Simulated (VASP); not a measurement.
Input of a VASP 6.6.1 run:

INCAR

```
PREC = Accurate ; ENCUT = 560
EDIFF = 1E-6 ; ISMEAR = -1
SIGMA = 0.05 ; LREAL = F
LASPH = T ; NELM = 200
ALGO = Normal ; ISIF = 2
LWAVE = F ; LCHARG = F
MAGMOM = 0 0 0 0 0 0 ; LORBIT = 11
LSORBIT = T ; GGA_COMPAT = F
LORBMOM = T ; LMAXMIX = 4
NBANDS = 46
```

KPOINTS

```
Automatic mesh
0
Gamma
  8 8 5
```

The input POSCAR:

```
Ir
1.0
    2.7513778946      0.0000000000      0.0000000000
   -1.3756889473      2.3827631521      0.0000000000
    0.0000000000      0.0000000000      4.4622900000
Ir
2
Direct
    0.3333333333      0.6666666667      0.2500000000
    0.6666666667      0.3333333333      0.7500000000
```

Potentials or basis: VASP PAW LDA potentials, release 64 (Ir_sv_GW).

Run with:

```sh
$ cat potpaw_LDA.64/Ir_sv_GW/POTCAR > POTCAR
$ mpirun -np 1 vasp_ncl > vasp.out
```

Task: What does it give for the pressure?

Result: -15.5 GPa.

Task: Predict the net moment.

Result: 0.00 μB per cell.

Stress tensor (GPa, compression positive):
```
-15.50   0.00   0.00
  0.00 -15.50   0.00
  0.00   0.00 -15.61
```

Caveat: the cell stands under tension.
